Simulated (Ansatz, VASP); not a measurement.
**One calculation of BiS4, two programs**

Contents of INCAR:

```
PREC     = Accurate       # precision mode
ENCUT    = 600            # plane-wave cutoff, eV
EDIFF    = 1E-6           # SCF threshold, eV
ISMEAR   = 0              # smearing method
SIGMA    = 0.1            # smearing width, eV
LREAL    = F              # projectors in reciprocal space
LASPH    = T              # aspherical terms in the spheres
NELM     = 60             # most SCF steps
ALGO     = Normal         # electronic algorithm
ISIF     = 3              # what is computed and relaxed
LWAVE    = F              # write WAVECAR
LCHARG   = F              # write CHGCAR
GGA      = PE             # functional
IBRION   = 2              # ionic algorithm
NSW      = 90             # ionic steps
EDIFFG   = -0.04          # ionic threshold
```

Contents of KPOINTS:

```
Automatic mesh
0
Gamma
  4 4 4
```

Contents of POSCAR:

```
BiS4
1.0
    4.8186908200      0.0000000000      0.0000000000
    0.0000000000      4.8186908200      0.0000000000
    0.0000000000      0.0000000000      4.8186908200
Bi S
1 4
Direct
    0.5000000000      0.5000000000      0.5000000000
    0.0000000000      0.5000000000      0.5000000000
    0.5000000000      0.5000000000      0.0000000000
    0.5000000000      0.0000000000      0.5000000000
    0.0000000000      0.0000000000      0.0000000000
```

Input for Ansatz:

```yaml
crystal:
  lattice:
    - [4.81869082, 0.0, 0.0]
    - [0.0, 4.81869082, 0.0]
    - [0.0, 0.0, 4.81869082]
  atoms:
    - { symbol: Bi, position: [0.5, 0.5, 0.5] }
    - { symbol: S, position: [0.0, 0.5, 0.5] }
    - { symbol: S, position: [0.5, 0.5, 0.0] }
    - { symbol: S, position: [0.5, 0.0, 0.5] }
    - { symbol: S, position: [0.0, 0.0, 0.0] }
basis:
  ecutwfc: 420
kpoints:
  mp_grid: { grid: [4, 4, 4] }
hamiltonian:
  xc: pbe
scf:
  occupations: { method: gaussian, width: 0.1 }
  lower_state_search: "off"
output:
  forces: true
  stress: true
  eigenvalues: true
relax:
  adjacent_minimum: "off"
  f_tol: 0.04
  max_steps: 70
  cell: { stress_tol: 0.4 }
```

Change from the starting cell: species swapped into the Fe4N type (Pm-3m, No. 221).

Alike in both runs: task relaxation of cell and atoms; functional PBE; k mesh 4 × 4 × 4; occupations gaussian, width 0.1 eV; no spin polarisation.

```csv
,VASP,Ansatz
version,VASP 6.6.1,Ansatz 0.2.0
potentials or method,"VASP PAW PBE potentials, release 64 (Bi_d, S), cutoff 600 eV","scalar-relativistic, plane waves, PAW"
valence electrons in the cell,39,39
```

```tsv
	VASP	Ansatz	Ansatz less VASP
gap on the k mesh at the Fermi level, each at its own relaxed structure (eV)	none	none	-
relaxed volume (Å³/atom)	27.84	27.85	+0.005
relaxed cell length with the largest relative difference (Å)	5.183	5.183	+0.0003
```

A gap of «none» marks a metal or a gap that the smearing closes.

Neither program's run includes spin-orbit coupling. Noted on VASP's run: the volume moved by over 15 % at a fixed basis, so the end points are rough.
